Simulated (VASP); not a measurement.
Input of a VASP 6.6.1 run:

Contents of INCAR:

```
PREC = Accurate
ENCUT = 600
EDIFF = 1E-6
ISMEAR = -1
SIGMA = 0.1
LREAL = False
LASPH = True
NELM = 80
ALGO = Normal
ISIF = 3
LWAVE = False
LCHARG = False
GGA = PS
IBRION = 2
NSW = 32
EDIFFG = -0.005
PSTRESS = 1900.0
```

File KPOINTS:

```
Automatic mesh
0
Gamma
  23 23 13
```

Contents of POSCAR:

```
B
1.0
    1.7104727177      0.0000000000      0.0000000000
   -0.8552363589      1.4813128260      0.0000000000
    0.0000000000      0.0000000000      3.2557217284
B
2
Direct
    0.3333333333      0.6666666667      0.2500000000
    0.6666666667      0.3333333333      0.7500000000
```

Potentials or basis: VASP PAW PBE potentials, release 64 (B).

Launch:

```bash
$ cat potpaw_PBE.64/B/POTCAR > POTCAR
$ mpirun -np 1 vasp_std > vasp.out
```

Q: Estimate the space group after relaxing (to 0.05 Å).

A: P6_3/mmc (No. 194).

Q: Predict the relaxed cell.

A: a = 1.711 Å, b = 1.711 Å, c = 3.257 Å, α = 90.00°, β = 90.00°, γ = 120.00°.

Q: What does it give for the relaxed volume?

A: 4.13 Å³/atom.

Q: Estimate the band gap on the k mesh.

A: Zero (band 3 reaches 19.30 eV, above the bottom of band 4 at 10.82 eV).

Stress tensor (GPa, compression positive):
```
190.04   0.00   0.00
  0.00 190.04   0.00
  0.00   0.00 189.83
```

Caveat: the cell is relaxed towards a set pressure, so the enthalpy falls and the energy may rise; the PAW data sets were made with another functional, which shifts forces and pressure a little.
